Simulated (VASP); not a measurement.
Write the native input for VASP 6.6.1 that does the following.

| Property | Result |
| --- | --- |
| Task | single point |
| Functional | PBEsol |
| Potentials or basis | VASP PAW PBE potentials, release 64 (Ti_sv, Te) |
| Cutoff | 520 eV |
| k mesh | 12 × 12 × 8 |
| Occupations | gaussian, width 0.1 eV |
| Spin | no spin polarisation |
| Dipole correction | no |
| Further INCAR settings | ALGO = Normal; EDIFF = 1e-07; NBANDS = 26 |

The structure of TiTe lies in POSCAR:

```
TiTe
1.0
    3.7066875544      0.0000000000      0.0000000000
   -1.8533437772      3.2100855860      0.0000000000
    0.0000000000      0.0000000000      7.2626011140
Ti Te
2 2
Direct
    0.0000000000      0.0000000000      0.0000000000
    0.0000000000      0.0000000000      0.5000000000
    0.3333333333      0.6666666667      0.2500000000
    0.6666666667      0.3333333333      0.7500000000
```

This cell differs from its parent crystal: volume scaled by 1.06, then relaxed in part.

These files were run (other wordings do the same):

INCAR

```
PREC = Accurate ; ENCUT = 520
EDIFF = 1E-7 ; ISMEAR = 0
SIGMA = 0.1 ; LREAL = False
LASPH = True ; NELM = 60
ALGO = Normal ; ISIF = 2
LWAVE = False ; LCHARG = False
GGA = PS ; NBANDS = 26
```

KPOINTS

```
regular mesh
0
Gamma
  12 12 8
```

Potentials or basis: VASP PAW PBE potentials, release 64 (Ti_sv, Te).

The run is started by

```console
$ cat potpaw_PBE.64/Ti_sv/POTCAR potpaw_PBE.64/Te/POTCAR > POTCAR
$ mpirun -np 1 vasp_std > vasp.out
```

Results of the run:

The pressure is -4.7 GPa and the band gap on the k mesh is zero (band 18 reaches 9.38 eV, above the bottom of band 19 at 9.15 eV).

Caveat: the PAW data sets were made with another functional, which shifts forces and pressure a little; spin-orbit coupling is left out, which moves the levels of the heavy elements.

Wall time 5.4 min on 1 thread of AMD EPYC 7R43 64-Core Processor (Zen 3), with other jobs on the host, peak memory 0.28 GiB.
